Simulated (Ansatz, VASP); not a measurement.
**WS2 in VASP and in Ansatz**

Contents of INCAR:

```
SYSTEM = WS2
ALGO = Normal
EDIFF = 1E-6
ENCUT = 520
GGA = PE
ISIF = 2
ISMEAR = 1
LASPH = .TRUE.
LCHARG = .FALSE.
LREAL = .FALSE.
LWAVE = .FALSE.
NBANDS = 20
NELM = 80
PREC = Accurate
SIGMA = 0.2
```

File KPOINTS:

```
k-points
0
G
  6 6 4
  0 0 0
```

POSCAR

```
WS2
1.0
    3.2287644061      0.0000000000      0.0000000000
   -1.6143822031      2.7961919985      0.0000000000
    0.0000000000      0.0000000000      5.9936451124
W S
1 2
Direct
    0.0000000000      0.0000000000      0.0000000000
    0.3333333333      0.6666666667      0.2566832689
    0.6666666667      0.3333333333      0.7433167311
```

Input for Ansatz:

```yaml
crystal:
  lattice:
    - [3.2287644061, 0.0, 0.0]
    - [-1.6143822031, 2.7961919985, 0.0]
    - [0.0, 0.0, 5.9936451124]
  atoms:
    - { symbol: W, position: [0.0, 0.0, 0.0] }
    - { symbol: S, position: [0.3333333333, 0.6666666667, 0.2566832689] }
    - { symbol: S, position: [0.6666666667, 0.3333333333, 0.7433167311] }
kpoints:
  mp_grid: { grid: [6, 6, 4] }
hamiltonian:
  xc: pbe
scf:
  occupations: { method: methfessel_paxton, width: 0.2 }
  n_extra_bands: 4
output:
  forces: true
  stress: true
  eigenvalues: true
```

Alike in both runs: task single point; functional PBE; k mesh 6 × 6 × 4; occupations methfessel-paxton of order 1, width 0.2 eV; no spin polarisation.

|  | VASP | Ansatz |
| --- | --- | --- |
| version | VASP 6.6.1 | Ansatz 0.2.0 |
| potentials or method | VASP PAW PBE potentials, release 64 (W_sv, S) | plane waves |
| plane-wave cutoff (eV) | 520 | 420 |
| valence electrons in the cell | 26 | 26 |

|  | VASP | Ansatz | Ansatz less VASP |
| --- | --- | --- | --- |
| pressure (GPa) | 3.0 | 3.1 | +0.06 |
| traceless stress, the component that is largest in VASP (GPa) | 2.12 | 2.10 | -0.020 |
| rms of the force components (eV/Å) | 0.120 | 0.121 | +0.0007 |

Atom by atom the forces differ by 0.001 eV/Å (rms over components). With one functional, cell and mesh, what is left measures potentials, basis and numerics.

The k mesh is coarse, so the values compare programs but aren't converged. Spin-orbit coupling is off throughout.
